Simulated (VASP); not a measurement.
Set up this calculation in VASP 6.6.1, as the native input.

| Item | Value |
| --- | --- |
| Task | single point |
| Functional | LDA |
| Potentials or basis | VASP PAW LDA potentials, release 64 (Co_sv, Pd_sv_GW, O) |
| Cutoff | 700 eV |
| k mesh | 8 × 8 × 8 |
| Occupations | gaussian, width 0.05 eV |
| Spin | collinear spin, ferromagnetic start |
| Starting moments | [3.22, 0.71, 0.5, 0.5] μB |
| Fixed moment | 5 μB |
| Hubbard terms | Co d U = 5.0 eV, Pd d U = 5.0 eV |
| Dipole correction | no |
| Further INCAR settings | ALGO = Normal; EDIFF = 1e-06; NBANDS = 36 |

The structure of CoPdO2 lies in POSCAR:

```
CoPdO2
1.0
    1.4224998100      0.8212806500      5.9600012600
   -1.4224998100      0.8212806500      5.9600012600
    0.0000000000     -1.6425613000      5.9600012600
Co Pd O
1 1 2
Direct
    0.5000000000      0.5000000000      0.5000000000
    0.0000000000      0.0000000000      0.0000000000
    0.1121500000      0.1121500000      0.1121500000
    0.8878500000      0.8878500000      0.8878500000
```

These files were run (other wordings do the same):

INCAR

```
SYSTEM = CoPdO2
PREC     = Accurate       ! precision mode
ENCUT    = 700            ! plane-wave cutoff, eV
EDIFF    = 1E-6           ! SCF threshold, eV
ISMEAR   = 0              ! smearing method
SIGMA    = 0.05           ! smearing width, eV
LREAL    = .FALSE.        ! projectors in reciprocal space
LASPH    = .TRUE.         ! aspherical terms in the spheres
NELM     = 200            ! most SCF steps
ALGO     = Normal         ! electronic algorithm
ISIF     = 2              ! what is computed and relaxed
LWAVE    = .FALSE.        ! write WAVECAR
LCHARG   = .FALSE.        ! write CHGCAR
ISPIN    = 2              ! spin polarisation
MAGMOM   = 3.22 0.71 0.5 0.5 ! initial moments
LORBIT   = 11             ! projections on sites
NUPDOWN  = 5.0            ! fixed moment
LMAXMIX  = 4              ! l up to which the mixer works
LDAU     = .TRUE.         ! DFT+U
LDAUTYPE = 2            
LDAUL    = 2 2 -1         ! shell
LDAUU    = 5 5 0          ! U, eV
LDAUJ    = 0 0 0        
LDAUPRINT= 1            
NBANDS   = 36             ! bands
GGA_COMPAT= .FALSE.
```

KPOINTS

```
regular mesh
0
G
  8 8 8
  0 0 0
```

Potentials or basis: VASP PAW LDA potentials, release 64 (Co_sv, Pd_sv_GW, O).

Run with:

```sh
$ cat potpaw_LDA.64/Co_sv/POTCAR potpaw_LDA.64/Pd_sv_GW/POTCAR potpaw_LDA.64/O/POTCAR > POTCAR
$ mpirun -np 1 vasp_std > vasp.out
```

It gave:

```json
{
  "Pressure": "13.5 GPa",
  "Largest force": "1.816 eV/Å",
  "Net moment": "5.00 μB per cell",
  "Site moments": "Co +3.10; Pd +0.91; O +0.41 μB",
  "Valence electrons inside the program's atomic spheres": "Co 14.89; Pd 15.68; O 5.04"
}
```

Caveat: the cell stands under pressure; the total moment is fixed, so each spin has its own Fermi level and the state may be an excited one; a cell with one magnetic atom can't hold antiferromagnetic order, which such compounds often take; forces of over 1 eV/Å act on the atoms, so gaps and moduli don't describe the material at rest.

Wall time 16 min on 1 thread of Intel(R) Xeon(R) 6975P-C (Granite Rapids) (shared host), peak memory 0.52 GiB.
